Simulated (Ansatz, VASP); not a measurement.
## HfN in VASP and in Ansatz

```
CELL_PARAMETERS angstrom
3.08543 0.00000 0.00000
-1.54272 2.67206 0.00000
0.00000 0.00000 2.89086
ATOMIC_POSITIONS crystal
Hf 0.00000 0.00000 0.00000
N 0.66667 0.33333 0.50000
```

Alike in both runs: task single point; functional r2SCAN; k mesh 12 × 12 × 12; occupations gaussian, width 0.1 eV; no spin polarisation.

|  | VASP | Ansatz |
| --- | --- | --- |
| version | VASP 6.6.1 | Ansatz 0.2.0 |
| potentials or method | VASP PAW PBE potentials, release 64 (Hf_pv, N), cutoff 520 eV | scalar-relativistic, plane waves, PAW |
| valence electrons in the cell | 15 | 31 |

VASP gave:

- pressure (GPa): -2.2
- traceless stress, the component that is largest in VASP (GPa): -0.26

Problem. Estimate Ansatz's values.

Solution. Pressure (GPa): 0.0; traceless stress, the component that is largest in VASP (GPa): -0.02.

VASP's potentials were made for PBE, not for r2SCAN. VASP's potentials hold 15 valence electrons a cell and Ansatz's 31, so a difference there can come from the potentials and not from the codes.

Neither program's run includes spin-orbit coupling.
